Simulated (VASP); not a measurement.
Crystal: BaF2.

```
Ba F
1.0
     0.00000    3.10005    3.10005
     3.10005    0.00000    3.10005
     3.10005    3.10005    0.00000
Ba F
1 2
Direct
  0.00000 0.00000 0.00000
  0.25000 0.25000 0.25000
  0.75000 0.75000 0.75000
```

Base run:

- Program: VASP 6.6.1
- Functional: PBE
- Potentials or basis: VASP PAW PBE potentials, release 64 (Ba_sv, F)
- Cutoff: 600 eV
- k mesh: 6 × 6 × 6
- Occupations: gaussian, width 0.05 eV
- Spin: no spin polarisation

Its results: band gap on the k mesh 6.78 eV (least direct gap 6.84 eV); pressure 2.3 GPa.

**Question.** The run is repeated on the same cell with these changes: functional from PBE to PBE-based global hybrid with 10 % exact exchange; cutoff from 600 eV to 520 eV; k mesh from 6 × 6 × 6 to 4 × 4 × 4. What comes out?

**Answer.** Band gap on the k mesh 7.83 eV (least direct gap 7.91 eV); pressure 1.8 GPa.

Several settings changed at once.

Caveats: some runs use coarse meshes; spin-orbit coupling is left out, which moves the levels of the heavy elements; the PAW data sets were made with another functional, which shifts forces and pressure a little (at least some runs).

A k mesh can miss the band edges.
